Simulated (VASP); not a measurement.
# Ni (Fd-3m) in VASP: notebook

Runs on Ni. Level: LDA. Tasks: single point.

Everything below comes from runs of VASP 6.6.1. Logs are shortened: lines on timing, memory, paths and dates and some standing lists are left out, and cuts for length are marked.

## (1) The cell of the first run

It takes space group Fd-3m (No. 227, cubic). The conventional cell has a = 4.940 Å, b = 4.940 Å, c = 4.940 Å, α = 90.00°, β = 90.00°, γ = 90.00°. Ni (site symmetry -43m) has 4 Ni at 2.14 Å within 2.8 Å.

This isn't the form of Ni at room conditions, which is fcc.

## (2) Single point, LDA, collinear spin, ferromagnetic start (15.07 Å³/atom)

The input, INCAR:

```
SYSTEM = Ni
PREC     = Accurate       ! precision mode
ENCUT    = 520            ! plane-wave cutoff, eV
EDIFF    = 1E-6           ! SCF threshold, eV
ISMEAR   = -1             ! smearing method
SIGMA    = 0.05           ! smearing width, eV
LREAL    = .FALSE.        ! projectors in reciprocal space
LASPH    = .TRUE.         ! aspherical terms in the spheres
NELM     = 150            ! most SCF steps
ALGO     = Normal         ! electronic algorithm
ISIF     = 2              ! what is computed and relaxed
LWAVE    = .FALSE.        ! write WAVECAR
LCHARG   = .FALSE.        ! write CHGCAR
ISPIN    = 2              ! spin polarisation
MAGMOM   = 0.797 0.797    ! initial moments
LORBIT   = 11             ! projections on sites
LMAXMIX  = 4              ! l up to which the mixer works
GGA      = CA             ! functional
NBANDS   = 21             ! bands
```

The input, KPOINTS:

```
Automatic mesh
0
G
  12 12 12
  0 0 0
```

The input, POSCAR:

```
Ni
1.0
    0.0000000000      2.4698952154      2.4698952154
    2.4698952154      0.0000000000      2.4698952154
    2.4698952154      2.4698952154      0.0000000000
Ni
2
Direct
    0.1250000000      0.1250000000      0.1250000000
    0.8750000000      0.8750000000      0.8750000000
```

Potentials or basis: VASP PAW LDA potentials, release 64 (Ni).

Command:

```sh
cat potpaw_LDA.64/Ni/POTCAR > POTCAR
mpirun -np 1 vasp_std > vasp.out
```

OUTCAR:

```text
SYSTEM = Ni
   PREC = Accurate
   ENCUT = 520
   EDIFF = 1E-6
   ISMEAR = -1
   LREAL = .FALSE.
   LASPH = .TRUE.
   NELM = 150
   ISIF = 2
   ISPIN = 2
   LORBIT = 11
   GGA = CA

 ion  position               nearest neighbor table
   1  0.125  0.125  0.125-   2 2.14   2 2.14   2 2.14   2 2.14
   2  0.875  0.875  0.875-   1 2.14   1 2.14   1 2.14   1 2.14

  LATTYP: Found a face centered cubic cell.
 ALAT       =     4.9397904308

  Lattice vectors:

 A1 = (   0.0000000000,   2.4698952154,   2.4698952154)
 A2 = (   2.4698952154,   0.0000000000,   2.4698952154)
 A3 = (   2.4698952154,   2.4698952154,   0.0000000000)

Analysis of symmetry for initial positions (statically):
=====================================================================
 Subroutine PRICEL returns:
 Original cell was already a primitive cell.

 Routine SETGRP: Setting up the symmetry group for a
 face centered cubic supercell.

 Subroutine GETGRP returns: Found 48 space group operations
 (whereof 12 operations were pure point group operations)
 out of a pool of 48 trial point group operations.

The static configuration has the point symmetry D_3d.
 The point group associated with its full space group is O_h .

Analysis of symmetry for dynamics (positions and initial velocities):
=====================================================================
 Subroutine PRICEL returns:
 Original cell was already a primitive cell.

 Routine SETGRP: Setting up the symmetry group for a
 face centered cubic supercell.

 Subroutine GETGRP returns: Found 48 space group operations
 (whereof 12 operations were pure point group operations)
 out of a pool of 48 trial point group operations.

The dynamic configuration has the point symmetry D_3d.
 The point group associated with its full space group is O_h .

Analysis of structural, dynamic, and magnetic symmetry:
=====================================================================
 Subroutine PRICEL returns:
 Original cell was already a primitive cell.

 Routine SETGRP: Setting up the symmetry group for a
 face centered cubic supercell.

 Subroutine GETGRP returns: Found 48 space group operations
 (whereof 12 operations were pure point group operations)
 out of a pool of 48 trial point group operations.

The overall configuration has the point symmetry D_3d.
 The point group associated with its full space group is O_h .

 Subroutine INISYM returns: Found 48 space group operations
 (whereof 12 operations are pure point group operations),
 and found     1 'primitive' translations

----------------------------------------------------------------------------------------

                                     Primitive cell

  volume of cell :      30.1346

  direct lattice vectors                    reciprocal lattice vectors
     0.000000000  2.469895215  2.469895215    -0.202437738  0.202437738  0.202437738
     2.469895215  0.000000000  2.469895215     0.202437738 -0.202437738  0.202437738
     2.469895215  2.469895215  0.000000000     0.202437738  0.202437738 -0.202437738

  length of vectors
     3.492959311  3.492959311  3.492959311     0.350632447  0.350632447  0.350632447

  position of ions in fractional coordinates (direct lattice)
     0.125000000  0.125000000  0.125000000
     0.875000000  0.875000000  0.875000000

  ion indices of the primitive-cell ions
   primitive index   ion index
                 1           1
                 2           2

----------------------------------------------------------------------------------------

 KPOINTS: Automatic mesh

Automatic generation of k-mesh.
 Grid dimensions read from file:
 generate k-points for:   12   12   12

 Generating k-lattice:

  Cartesian coordinates                     Fractional coordinates (reciprocal lattice)
    -0.016869811  0.016869811  0.016869811     0.083333333  0.000000000  0.000000000
     0.016869811 -0.016869811  0.016869811     0.000000000  0.083333333  0.000000000
     0.016869811  0.016869811 -0.016869811     0.000000000  0.000000000  0.083333333

  Length of vectors
     0.029219371  0.029219371  0.029219371

  Shift w.r.t. Gamma in fractional coordinates (k-lattice)
     0.000000000  0.000000000  0.000000000

 Subroutine IBZKPT returns following result:
 ===========================================

 Found     72 irreducible k-points:

 Following reciprocal coordinates:
            Coordinates               Weight
  0.000000  0.000000  0.000000      1.000000
  0.083333  0.000000  0.000000      8.000000
  0.166667  0.000000  0.000000      8.000000
  0.250000  0.000000  0.000000      8.000000
  0.333333  0.000000  0.000000      8.000000
  0.416667  0.000000  0.000000      8.000000
[... 16 lines left out ...]
  0.500000  0.166667  0.000000     24.000000
 -0.416667  0.166667  0.000000     24.000000
 [... further k-points ...]
   k-points           NKPTS =     72   k-points in BZ     NKDIM =     72   number of bands    NBANDS=     21
   number of dos      NEDOS =    301   number of ions     NIONS =      2
   total plane-waves  NPLWV =  21952
   dimension x,y,z NGX =    28 NGY =   28 NGZ =   28
   dimension x,y,z NGXF=    56 NGYF=   56 NGZF=   56
   ions per type =               2
   NGX,Y,Z   is equivalent  to a cutoff of  13.33, 13.33, 13.33 a.u.
   NGXF,Y,Z  is equivalent  to a cutoff of  26.65, 26.65, 26.65 a.u.
 SYSTEM =  Ni
   PREC   = accura    normal or accurate (medium, high low for compatibility)
   ISTART =      0    job   : 0-new  1-cont  2-samecut
   ICHARG =      2    charge: 1-file 2-atom 10-const
   ISPIN  =      2    spin polarized calculation?
   LNONCOLLINEAR =      F non collinear calculations
   LSORBIT =      F    spin-orbit coupling
   LASPH  =      T    aspherical Exc in radial PAW
   ENCUT  =  520.0 eV  38.22 Ry    6.18 a.u.   6.49  6.49  6.49*2*pi/ulx,y,z
   NELM   =    150;   NELMIN=  2; NELMDL= -5     # of ELM steps
   EDIFF  = 0.1E-05   stopping-criterion for ELM
   LREAL  =      F    real-space projection
   EDIFFG = 0.1E-04   stopping-criterion for IOM
   NSW    =      0    number of steps for IOM
   IBRION =     -1    ionic relax: 0-MD 1-quasi-New 2-CG
   NFREE  =      0    steps in history (QN), initial steepest desc. (CG)
   ISIF   =      2    stress and relaxation
   ISYM   =      2    0-nonsym 1-usesym 2-fastsym
   POTIM  = 0.5000    time-step for ionic-motion
   TEBEG  =    0.0;   TEEND  =   0.0 temperature during run
   PSTRESS=    0.0 pullay stress
   NELECT =      20.0000    total number of electrons
   NUPDOWN=      -1.0000    fix difference up-down
   EMIN   =  10.00;   EMAX   =-10.00  energy-range for DOS
   EFERMI =   0.00;   METHOD = LEGACY
   ISMEAR =    -1;   SIGMA  =   0.05  broadening in eV -4-tet -1-fermi 0-gaus
   EFERMI_NEDOS =   21; number of points for ismear=-14 and -15
   IALGO  =     38    algorithm
   IMIX   =      4    mixing-type and parameters
     AMIX     =   0.40;   BMIX     =  1.00
     AMIX_MAG =   1.60;   BMIX_MAG =  1.00
  volume/ion in A,a.u.               =      15.07       101.68
  Fermi-wavevector in a.u.,A,eV,Ry     =   1.428005  2.698538 27.744965  2.039197
  Thomas-Fermi vector in A             =   2.548113
   LORBIT       =     11    0 simple, 1 ext, 2 COOP (PROOUT), +10 PAW based schemes
   GGA     = CA    functional components
   LHFCALC =     F    Hartree Fock is set to
   AEXX    =    0.0000 exact exchange contribution
   IVDW    =     0    specifies the selected vdW correction
   LEPSILON=     F    determine dielectric tensor
   LRPA    =     F    only Hartree local field effects (RPA)
 spin polarized calculation
  energy-cutoff  :      520.00
  volume of cell :       30.13
 maximum number of plane-waves:       869
 NGX is ok and might be reduce to    28
   NGX = 13   NGY = 13   NGZ = 13

 number of electron      20.0000020 magnetization       1.4882183

 Free energy of the ion-electron system (eV)
  ---------------------------------------------------
  ext. energy  EPLUGINS =         0.00000000
  ---------------------------------------------------
  free energy    TOTEN  =       -10.42476760 eV

  energy without entropy =      -10.39829361  energy(sigma->0) =      -10.41153061

 E-fermi :   5.2840     XC(G=0): -11.4932

 val. band max:        5.2762949114   @ k =  -0.3333   0.3333   0.0000
 cond. band min:       5.2871589555   @ k =   0.5000   0.2500   0.0000
 fundamental gap:      0.0108640441
 Fermi energy:         5.2839634398

 spin component 1

 k-point     1 :       0.0000    0.0000    0.0000
  band No.  band energies     occupation
      1      -1.7425      1.00000
      2       1.8592      1.00000
      3       1.8592      1.00000
      4       1.9287      1.00000
      5       1.9287      1.00000
      6       1.9287      1.00000
[... 13 lines left out ...]
     20      23.0813      0.00000
     21      23.0813      0.00000

 k-point     2 :       0.0833    0.0000    0.0000
  band No.  band energies     occupation
      1      -1.6094      1.00000
      2       1.7670      1.00000
      3       1.7670      1.00000
      4       1.9345      1.00000
      5       2.0483      1.00000
      6       2.0483      1.00000
[... 13 lines left out ...]
     20      22.4617      0.00000
     21      22.4617      0.00000

 k-point     3 :       0.1667    0.0000    0.0000
  band No.  band energies     occupation
      1      -1.2186      1.00000
      2       1.6961      1.00000
      3       1.6961      1.00000
      4       1.9570      1.00000
      5       2.1825      1.00000
      6       2.1825      1.00000
[... 13 lines left out ...]
     20      21.8377      0.00000
     21      23.3116      0.00000
[... 457 lines left out ...]
 k-point    23 :       0.5000    0.1667    0.0000
  band No.  band energies     occupation
      1       1.3510      1.00000
      2       1.4582      1.00000
      3       1.8758      1.00000
      4       1.9430      1.00000
      5       2.2981      1.00000
      6       2.3884      1.00000
[... 13 lines left out ...]
     20      27.6517      0.00000
     21      28.6669      0.00000

 k-point    24 :      -0.4167    0.1667    0.0000
  band No.  band energies     occupation
      1       1.3493      1.00000
      2       1.6498      1.00000
      3       1.7544      1.00000
      4       1.9286      1.00000
      5       2.2743      1.00000
      6       2.4083      1.00000
[... 13 lines left out ...]
     20      25.6814      0.00000
     21      26.7792      0.00000

 [... further k-points ...]

 spin component 2

 k-point     1 :       0.0000    0.0000    0.0000
  band No.  band energies     occupation
      1      -1.6846      1.00000
      2       2.5046      1.00000
      3       2.5046      1.00000
      4       2.5780      1.00000
      5       2.5780      1.00000
      6       2.5780      1.00000
[... 13 lines left out ...]
     20      23.1098      0.00000
     21      23.1098      0.00000

 k-point     2 :       0.0833    0.0000    0.0000
  band No.  band energies     occupation
      1      -1.5511      1.00000
      2       2.4087      1.00000
      3       2.4087      1.00000
      4       2.5838      1.00000
      5       2.7033      1.00000
      6       2.7033      1.00000
[... 13 lines left out ...]
     20      22.5188      0.00000
     21      22.5188      0.00000

 k-point     3 :       0.1667    0.0000    0.0000
  band No.  band energies     occupation
      1      -1.1577      1.00000
      2       2.3349      1.00000
      3       2.3349      1.00000
      4       2.6064      1.00000
      5       2.8445      1.00000
      6       2.8445      1.00000
[... 13 lines left out ...]
     20      21.9170      0.00000
     21      23.4144      0.00000
[... 457 lines left out ...]
 k-point    23 :       0.5000    0.1667    0.0000
  band No.  band energies     occupation
      1       1.6242      1.00000
      2       2.0528      1.00000
      3       2.5413      1.00000
      4       2.5435      1.00000
      5       2.9482      1.00000
      6       3.0207      1.00000
[... 13 lines left out ...]
     20      27.7368      0.00000
     21      28.7661      0.00000

 k-point    24 :      -0.4167    0.1667    0.0000
  band No.  band energies     occupation
      1       1.7116      1.00000
      2       2.1760      1.00000
      3       2.4089      1.00000
      4       2.5319      1.00000
      5       2.9099      1.00000
      6       3.0665      1.00000
[... 13 lines left out ...]
     20      25.7953      0.00000
     21      26.8788      0.00000

 [... further k-points ...]
[... 5 lines left out ...]
  --------------------------------------------------------------------------------------
  -------------------------------------------------------------------------------------
  Total       -0.0430158     -0.0430158     -0.0430158      0.0000000     -0.0000000      0.0000000
  in kB       -2.2870335     -2.2870335     -2.2870335      0.0000000     -0.0000000      0.0000000
  external PRESSURE =      -2.2870335 kB  Pullay stress =       0.0000000 kB

 VOLUME and BASIS-vectors are now :
 -----------------------------------------------------------------------------
  energy-cutoff  :      520.00
  volume of cell :       30.13
      direct lattice vectors                 reciprocal lattice vectors
     0.000000000  2.469895215  2.469895215    -0.202437738  0.202437738  0.202437738
     2.469895215  0.000000000  2.469895215     0.202437738 -0.202437738  0.202437738
     2.469895215  2.469895215  0.000000000     0.202437738  0.202437738 -0.202437738

 POSITION                                       TOTAL-FORCE (eV/Angst)
 -----------------------------------------------------------------------------------
      0.61747      0.61747      0.61747         0.000000      0.000000      0.000000
      4.32232      4.32232      4.32232        -0.000000     -0.000000     -0.000000
 -----------------------------------------------------------------------------------
    total drift:                                0.000000      0.000000     -0.000000

  FREE ENERGIE OF THE ION-ELECTRON SYSTEM (eV)
  ---------------------------------------------------
  free  energy   TOTEN  =       -10.4247676044 eV

  energy  without entropy=      -10.3982936111  energy(sigma->0) =      -10.41153061

 total charge

# of ion       s       p       d       tot
------------------------------------------
    1        0.575   0.401   8.378   9.354
    2        0.575   0.401   8.378   9.354
--------------------------------------------------
tot          1.149   0.802  16.756  18.707

 magnetization (x)

# of ion       s       p       d       tot
------------------------------------------
    1       -0.012  -0.012   0.764   0.740
    2       -0.012  -0.012   0.764   0.740
--------------------------------------------------
tot         -0.024  -0.024   1.528   1.480
```

Wall time 87 s (1 thread of Intel Xeon 8259CL, shared host); peak memory 0.19 GiB.

What came out:

* Free energy: -10.4248 eV
* Pressure: -0.2 GPa
* Net moment: 1.49 μB per cell
* Site moments: Ni +0.74 μB
* Valence electrons inside the program's atomic spheres: Ni 9.35

Levels at points of the mesh, in eV from the Fermi level:
Spin up:
| k point | band 8 | band 9 | band 10 | band 11 | band 12 | band 13 | band 14 | band 15 |
| --- | --- | --- | --- | --- | --- | --- | --- | --- |
| (0.00, 0.00, 0.00) | -1.75 | -1.75 | -0.64 | -0.64 | 12.49 | 12.49 | 12.49 | 12.96 |
| (0.50, 0.00, 0.00) | -1.36 | -1.36 | -0.81 | -0.81 | 0.56 | 9.04 | 9.04 | 12.71 |
| (0.50, 0.50, 0.00) | -1.98 | -0.67 | -0.67 | 1.12 | 1.12 | 4.61 | 4.61 | 9.89 |
Spin down:
```tsv
k point	band 5	band 6	band 7	band 8	band 9	band 10	band 11	band 12	band 13	band 14
(0.00, 0.00, 0.00)	-2.71	-2.71	-1.05	-1.05	-1.05	0.16	0.16	12.70	12.70	12.70
(0.50, 0.00, 0.00)	-2.66	-2.66	-1.57	-0.62	-0.62	-0.03	-0.03	1.17	9.20	9.20
(0.50, 0.50, 0.00)	-2.13	-2.13	-1.26	-1.26	0.12	0.12	1.58	1.58	4.67	4.67
```

## (3) Single point, LDA, collinear spin, ferromagnetic start (15.67 Å³/atom)

This run uses another cell than the first one, of 15.67 Å³/atom.

The input, INCAR:

```
PREC     = Accurate       # precision mode
ENCUT    = 520            # plane-wave cutoff, eV
EDIFF    = 1E-6           # SCF threshold, eV
ISMEAR   = -1             # smearing method
SIGMA    = 0.05           # smearing width, eV
LREAL    = False          # projectors in reciprocal space
LASPH    = True           # aspherical terms in the spheres
NELM     = 150            # most SCF steps
ALGO     = Normal         # electronic algorithm
ISIF     = 2              # what is computed and relaxed
LWAVE    = False          # write WAVECAR
LCHARG   = True           # write CHGCAR
ISPIN    = 2              # spin polarisation
MAGMOM   = 0.797 0.797    # initial moments
LORBIT   = 11             # projections on sites
LMAXMIX  = 4              # l up to which the mixer works
GGA      = CA             # functional
LELF     = True           # ELF
LVHAR    = True         
NBANDS   = 21             # bands
```

The input, KPOINTS:

```
Automatic mesh
0
Gamma
  12 12 12
```

The input, POSCAR:

```
Ni
1.0
    0.0000000000      2.5023975639      2.5023975639
    2.5023975639      0.0000000000      2.5023975639
    2.5023975639      2.5023975639      0.0000000000
Ni
2
Direct
    0.1250000000      0.1250000000      0.1250000000
    0.8750000000      0.8750000000      0.8750000000
```

Potentials or basis: VASP PAW LDA potentials, release 64 (Ni).

Command:

```sh
cat potpaw_LDA.64/Ni/POTCAR > POTCAR
mpirun -np 1 vasp_std > vasp.out
```

Run time: 90 s. Hardware: 1 thread of Intel Xeon 8259CL, shared host; peak memory 0.19 GiB.

The run converged. Its results:

```
Free energy                                           : -10.4067 eV
Pressure                                              : -4.4 GPa
Net moment                                            : 1.50 μB per cell
Site moments                                          : Ni +0.75 μB
Valence electrons inside the program's atomic spheres : Ni 9.30
```

Levels at points of the mesh, in eV from the Fermi level:
Spin up:
| k point | band 9 | band 10 | band 11 | band 12 | band 13 | band 14 |
| --- | --- | --- | --- | --- | --- | --- |
| (0.00, 0.00, 0.00) | -1.69 | -0.65 | -0.65 | 12.12 | 12.12 | 12.12 |
| (0.50, 0.00, 0.00) | -1.33 | -0.82 | -0.82 | 0.49 | 8.78 | 8.78 |
| (0.50, 0.50, 0.00) | -0.68 | -0.68 | 1.06 | 1.06 | 4.53 | 4.53 |
Spin down:
| k point | band 5 | band 6 | band 7 | band 8 | band 9 | band 10 | band 11 | band 12 | band 13 | band 14 |
| --- | --- | --- | --- | --- | --- | --- | --- | --- | --- | --- |
| (0.00, 0.00, 0.00) | -2.57 | -2.57 | -0.99 | -0.99 | -0.99 | 0.15 | 0.15 | 12.32 | 12.32 | 12.32 |
| (0.50, 0.00, 0.00) | -2.51 | -2.51 | -1.48 | -0.59 | -0.59 | -0.03 | -0.03 | 1.10 | 8.94 | 8.94 |
| (0.50, 0.50, 0.00) | -2.06 | -2.06 | -1.19 | -1.19 | 0.11 | 0.11 | 1.52 | 1.52 | 4.59 | 4.59 |

Caveat: the cell stands under tension.
